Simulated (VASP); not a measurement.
# W3N4 (Pm-3m) in VASP: electric field gradients with PBE

Aim: the electric field gradients of W3N4 with PBE.

Program: VASP 6.6.1. These are calculated values, not measurements. Logs are shortened: lines on timing, memory, paths and dates and some standing lists are left out, and cuts for length are marked.

### 1 The cell of the first run

The structure is cubic, space group Pm-3m (No. 221). The conventional cell has a = 4.122 Å, b = 4.122 Å, c = 4.122 Å, α = 90.00°, β = 90.00°, γ = 90.00°. Within 2.7 Å of W (site symmetry 4/mmm) lie 6 N at 2.06 Å. N (site symmetry m-3m) has 6 W at 2.06 Å within 2.7 Å. N (site symmetry 4/mmm) has 4 W at 2.06 Å within 2.7 Å.

### 2 Electric field gradients, PBE, collinear spin

Contents of INCAR:

```
SYSTEM = W3N4
PREC = Accurate ; ENCUT = 520
EDIFF = 1E-8 ; ISMEAR = -1
SIGMA = 0.02 ; LREAL = .FALSE.
LASPH = .TRUE. ; NELM = 150
ALGO = Normal ; ISIF = 2
LWAVE = .FALSE. ; LCHARG = .FALSE.
ISPIN = 2 ; MAGMOM = 2 2 2 0 0 0 0
LORBIT = 11 ; LMAXMIX = 4
GGA = PE ; LEFG = .TRUE.
NBANDS = 44
```

Contents of KPOINTS:

```
regular mesh
0
G
  7 7 7
  0 0 0
```

Contents of POSCAR:

```
W3N4
1.0
    4.1220000000      0.0000000000      0.0000000000
    0.0000000000      4.1220000000      0.0000000000
    0.0000000000      0.0000000000      4.1220000000
W N
3 4
Direct
    0.5000000000      0.5000000000      0.0000000000
    0.0000000000      0.5000000000      0.5000000000
    0.5000000000      0.0000000000      0.5000000000
    0.5000000000      0.5000000000      0.5000000000
    0.5000000000      0.0000000000      0.0000000000
    0.0000000000      0.5000000000      0.0000000000
    0.0000000000      0.0000000000      0.5000000000
```

Potentials or basis: VASP PAW PBE potentials, release 64 (W_sv, N).

Started as:

```bash
$ cat potpaw_PBE.64/W_sv/POTCAR potpaw_PBE.64/N/POTCAR > POTCAR
$ mpirun -np 1 vasp_std > vasp.out
```

OUTCAR:

```text
SYSTEM = W3N4
   PREC = Accurate
   ENCUT = 520
   EDIFF = 1E-8
   ISMEAR = -1
   LREAL = .FALSE.
   LASPH = .TRUE.
   NELM = 150
   ISIF = 2
   ISPIN = 2
   LORBIT = 11
   GGA = PE

 ion  position               nearest neighbor table
   1  0.500  0.500  0.000-   4 2.06   5 2.06   6 2.06   4 2.06   5 2.06   6 2.06   3 2.91   3 2.91
                             3 2.91   2 2.91   3 2.91   2 2.91   2 2.91   2 2.91
   2  0.000  0.500  0.500-   4 2.06   6 2.06   7 2.06   6 2.06   7 2.06   4 2.06   3 2.91   3 2.91
                             1 2.91   1 2.91   3 2.91   1 2.91   1 2.91   3 2.91
   3  0.500  0.000  0.500-   4 2.06   5 2.06   7 2.06   5 2.06   4 2.06   7 2.06   2 2.91   1 2.91
                             2 2.91   1 2.91   1 2.91   2 2.91   1 2.91   2 2.91
   4  0.500  0.500  0.500-   1 2.06   2 2.06   3 2.06   1 2.06   3 2.06   2 2.06
   5  0.500  0.000  0.000-   1 2.06   3 2.06   3 2.06   1 2.06
   6  0.000  0.500  0.000-   1 2.06   2 2.06   2 2.06   1 2.06
   7  0.000  0.000  0.500-   2 2.06   3 2.06   2 2.06   3 2.06

  LATTYP: Found a simple cubic cell.
 ALAT       =     4.1220000000

  Lattice vectors:

 A1 = (   4.1220000000,   0.0000000000,   0.0000000000)
 A2 = (   0.0000000000,   4.1220000000,   0.0000000000)
 A3 = (   0.0000000000,   0.0000000000,   4.1220000000)

Analysis of symmetry for initial positions (statically):
=====================================================================
 Subroutine PRICEL returns:
 Original cell was already a primitive cell.

 Routine SETGRP: Setting up the symmetry group for a
 simple cubic supercell.

 Subroutine GETGRP returns: Found 48 space group operations
 (whereof 48 operations were pure point group operations)
 out of a pool of 48 trial point group operations.

The static configuration has the point symmetry O_h .

Analysis of symmetry for dynamics (positions and initial velocities):
=====================================================================
 Subroutine PRICEL returns:
 Original cell was already a primitive cell.

 Routine SETGRP: Setting up the symmetry group for a
 simple cubic supercell.

 Subroutine GETGRP returns: Found 48 space group operations
 (whereof 48 operations were pure point group operations)
 out of a pool of 48 trial point group operations.

The dynamic configuration has the point symmetry O_h .

Analysis of structural, dynamic, and magnetic symmetry:
=====================================================================
 Subroutine PRICEL returns:
 Original cell was already a primitive cell.

 Routine SETGRP: Setting up the symmetry group for a
 simple cubic supercell.

 Subroutine GETGRP returns: Found 48 space group operations
 (whereof 48 operations were pure point group operations)
 out of a pool of 48 trial point group operations.

The overall configuration has the point symmetry O_h .

 Subroutine INISYM returns: Found 48 space group operations
 (whereof 48 operations are pure point group operations),
 and found     1 'primitive' translations

----------------------------------------------------------------------------------------

                                     Primitive cell

  volume of cell :      70.0364

  direct lattice vectors                    reciprocal lattice vectors
     4.122000000  0.000000000  0.000000000     0.242600679  0.000000000  0.000000000
     0.000000000  4.122000000  0.000000000     0.000000000  0.242600679  0.000000000
     0.000000000  0.000000000  4.122000000     0.000000000  0.000000000  0.242600679

  length of vectors
     4.122000000  4.122000000  4.122000000     0.242600679  0.242600679  0.242600679

  position of ions in fractional coordinates (direct lattice)
     0.500000000  0.500000000  0.000000000
     0.000000000  0.500000000  0.500000000
     0.500000000  0.000000000  0.500000000
     0.500000000  0.500000000  0.500000000
     0.500000000  0.000000000  0.000000000
     0.000000000  0.500000000  0.000000000
     0.000000000  0.000000000  0.500000000

  ion indices of the primitive-cell ions
   primitive index   ion index
                 1           1
[... 113 lines left out ...]
 number of electron      62.0000007 magnetization      -0.0029647

 Free energy of the ion-electron system (eV)
  ---------------------------------------------------
  ext. energy  EPLUGINS =         0.00000000
  ---------------------------------------------------
  free energy    TOTEN  =       -72.11429123 eV

  energy without entropy =      -72.10307829  energy(sigma->0) =      -72.10868476

 E-fermi :  11.4817     XC(G=0): -13.3797

 val. band max:       11.4767292411   @ k =   0.1429   0.0000   0.0000
 cond. band min:      11.4889829744   @ k =   0.4286   0.2857   0.1429
 fundamental gap:      0.0122537334
 Fermi energy:        11.4817442696

 spin component 1

 k-point     1 :       0.0000    0.0000    0.0000
  band No.  band energies     occupation
      1     -64.1645      1.00000
      2     -64.0758      1.00000
      3     -64.0758      1.00000
      4     -28.8958      1.00000
      5     -28.8958      1.00000
      6     -28.8958      1.00000
[... 909 lines left out ...]
     42      19.5128      0.00000
     43      19.5128      0.00000
 Fermi energy:        11.4817442696

 spin component 2

 k-point     1 :       0.0000    0.0000    0.0000
  band No.  band energies     occupation
      1     -64.1649      1.00000
      2     -64.0762      1.00000
      3     -64.0762      1.00000
      4     -28.8964      1.00000
      5     -28.8964      1.00000
      6     -28.8964      1.00000
[... 909 lines left out ...]
     42      19.5125      0.00000
     43      19.5125      0.00000
 [bands above 43 left out]

------------------------ aborting loop because EDIFF is reached ----------------------------------------

  FORCE on cell =-STRESS in cart. coord.  units (eV):
  Direction    XX          YY          ZZ          XY          YZ          ZX
  --------------------------------------------------------------------------------------
  -------------------------------------------------------------------------------------
  Total       12.6705507     12.6705507     12.6705507     -0.0000000      0.0000000     -0.0000000
  in kB      289.8558773    289.8558773    289.8558773     -0.0000000      0.0000000     -0.0000000
  external PRESSURE =     289.8558773 kB  Pullay stress =       0.0000000 kB

 VOLUME and BASIS-vectors are now :
 -----------------------------------------------------------------------------
  energy-cutoff  :      520.00
  volume of cell :       70.04
      direct lattice vectors                 reciprocal lattice vectors
     4.122000000  0.000000000  0.000000000     0.242600679  0.000000000  0.000000000
     0.000000000  4.122000000  0.000000000     0.000000000  0.242600679  0.000000000
     0.000000000  0.000000000  4.122000000     0.000000000  0.000000000  0.242600679

 POSITION                                       TOTAL-FORCE (eV/Angst)
 -----------------------------------------------------------------------------------
      2.06100      2.06100      0.00000         0.000000      0.000000      0.000000
      0.00000      2.06100      2.06100         0.000000      0.000000      0.000000
      2.06100      0.00000      2.06100         0.000000      0.000000      0.000000
      2.06100      2.06100      2.06100         0.000000      0.000000      0.000000
      2.06100      0.00000      0.00000         0.000000      0.000000      0.000000
      0.00000      2.06100      0.00000         0.000000      0.000000      0.000000
      0.00000      0.00000      2.06100         0.000000      0.000000      0.000000
 -----------------------------------------------------------------------------------
    total drift:                                0.000000     -0.000000     -0.000000

  FREE ENERGIE OF THE ION-ELECTRON SYSTEM (eV)
  ---------------------------------------------------
  free  energy   TOTEN  =       -72.1142912331 eV

  energy  without entropy=      -72.1030782868  energy(sigma->0) =      -72.10868476

 Electric field gradients (V/A^2)
---------------------------------------------------------------------
 ion       V_xx      V_yy      V_zz      V_xy      V_xz      V_yz
---------------------------------------------------------------------
   1     -48.677   -48.677    97.354    -0.000    -0.000     0.000
   2      97.354   -48.677   -48.677     0.000     0.000     0.000
   3     -48.677    97.354   -48.677     0.000    -0.000     0.000
   4       0.000     0.000     0.000    -0.000     0.000    -0.000
   5       1.988    -0.994    -0.994     0.000     0.000    -0.000
   6      -0.994     1.988    -0.994    -0.000     0.000     0.000
   7      -0.994    -0.994     1.988     0.000     0.000    -0.000
---------------------------------------------------------------------

 Electric field gradients after diagonalization (V/A^2)
 (convention: |V_zz| > |V_xx| > |V_yy|)
----------------------------------------------------------------------
 ion       V_xx      V_yy      V_zz     asymmetry (V_yy - V_xx)/ V_zz
----------------------------------------------------------------------
   1     -48.677   -48.677    97.354       0.000
   2     -48.677   -48.677    97.354       0.000
   3     -48.677   -48.677    97.354       0.000
   4       0.000     0.000     0.000      -0.174
   5      -0.994    -0.994     1.988       0.000
   6      -0.994    -0.994     1.988       0.000
   7      -0.994    -0.994     1.988       0.000
----------------------------------------------------------------------

           NMR quadrupolar parameters

 Cq : quadrupolar parameter    Cq=e*Q*V_zz/h
 eta: asymmetry parameters     (V_yy - V_xx)/ V_zz
 Q  : nuclear electric quadrupole moment in mb (millibarn)
----------------------------------------------------------------------
 ion       Cq(MHz)       eta       Q (mb)
----------------------------------------------------------------------
   1       0.235       0.000       1.000
   2       0.235       0.000       1.000
   3       0.235       0.000       1.000
   4       0.000      -0.174       1.000
   5       0.005       0.000       1.000
   6       0.005       0.000       1.000
   7       0.005       0.000       1.000
----------------------------------------------------------------------

 total charge

# of ion       s       p       d       tot
------------------------------------------
    1        2.327   6.428   3.448  12.203
    2        2.327   6.428   3.448  12.203
    3        2.327   6.428   3.448  12.203
    4        1.238   2.680   0.000   3.917
    5        1.250   2.526   0.000   3.776
    6        1.250   2.526   0.000   3.776
    7        1.250   2.526   0.000   3.776
--------------------------------------------------
tot         11.971  29.541  10.345  51.857

 magnetization (x)

# of ion       s       p       d       tot
------------------------------------------
    1       -0.000  -0.000  -0.001  -0.001
    2       -0.000  -0.000  -0.001  -0.001
    3       -0.000  -0.000  -0.001  -0.001
    4       -0.000  -0.000   0.000  -0.000
    5       -0.000  -0.000   0.000  -0.000
    6       -0.000  -0.000   0.000  -0.000
    7       -0.000  -0.000   0.000  -0.000
--------------------------------------------------
tot         -0.000  -0.000  -0.002  -0.002
```

Run time: 4.7 min. Hardware: 1 thread of Intel Xeon 8259CL, shared host; peak memory 0.25 GiB.

Results:

| Quantity | Value |
| --- | --- |
| Free energy | -72.1143 eV |
| Pressure | 29.0 GPa |
| Band gap on the k mesh | zero (filled and empty bands overlap) |
| Net moment | 0.00 μB per cell |
| Largest electric field gradient by atom | W +97.4; N +0.0, +2.0 (each value once) V/Å² |
| Valence electrons inside the program's atomic spheres | W 12.20; N 3.92, 3.78 (each value once) |

Levels at points of the mesh, in eV from the Fermi level:
Spin up:
| k point | band 28 | band 29 | band 30 | band 31 | band 32 | band 33 | band 34 | band 35 | band 36 | band 37 |
| --- | --- | --- | --- | --- | --- | --- | --- | --- | --- | --- |
| (0.00, 0.00, 0.00) | -3.37 | -2.10 | -2.10 | -2.10 | -0.76 | -0.76 | -0.76 | -0.14 | -0.14 | 1.68 |
Spin down:
```tsv
k point	band 28	band 29	band 30	band 31	band 32	band 33	band 34	band 35	band 36	band 37
(0.00, 0.00, 0.00)	-3.37	-2.10	-2.10	-2.10	-0.76	-0.76	-0.76	-0.14	-0.14	1.68
```

Electric field gradients, principal values (V/Å²):
```csv
atom,least,middle,greatest (by size)
1 W,-48.677,-48.677,97.354
2 W,-48.677,-48.677,97.354
3 W,-48.677,-48.677,97.354
4 N,0.000,0.000,0.000
5 N,-0.994,-0.994,1.988
6 N,-0.994,-0.994,1.988
7 N,-0.994,-0.994,1.988
```

Caveat: the cell stands under pressure; without QUAD_EFG the Cq values of the log hold for a quadrupole moment of 1 mb, not for the nuclei; spin-orbit coupling is left out, which moves the levels of the heavy elements.
